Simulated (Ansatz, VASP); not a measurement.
One calculation of MnO2, two programs

```
CELL_PARAMETERS angstrom
2.85658 0.00000 0.00000
-1.42829 2.47387 0.00000
0.00000 0.00000 4.60137
ATOMIC_POSITIONS crystal
Mn 0.00000 0.00000 0.50000
O 0.66667 0.33333 0.29371
O 0.33333 0.66667 0.70629
```

Alike in both runs: task single point; functional LDA; k mesh 11 × 11 × 6; occupations fermi-dirac, width 0.03 eV; no spin polarisation.

```csv
,VASP,Ansatz
version,VASP 6.6.1,Ansatz 0.2.0
potentials or method,"VASP PAW LDA potentials, release 64 (Mn_sv, O)","PAW with Ansatz's default frozen-core files, scalar-relativistic"
plane-wave cutoff (eV),700,420
valence electrons in the cell,27,27
```

```csv
,VASP,Ansatz,Ansatz less VASP
pressure (GPa),-18.5,-18.6,-0.16
"traceless stress, the component that is largest in VASP (GPa)",7.94,8.35,+0.409
rms of the force components (eV/Å),0.427,0.437,+0.0105
```

LDA's correlation is that of Perdew and Zunger in VASP and of Perdew and Wang (1992) in Ansatz. Atom by atom the forces differ by 0.011 eV/Å (rms over components).
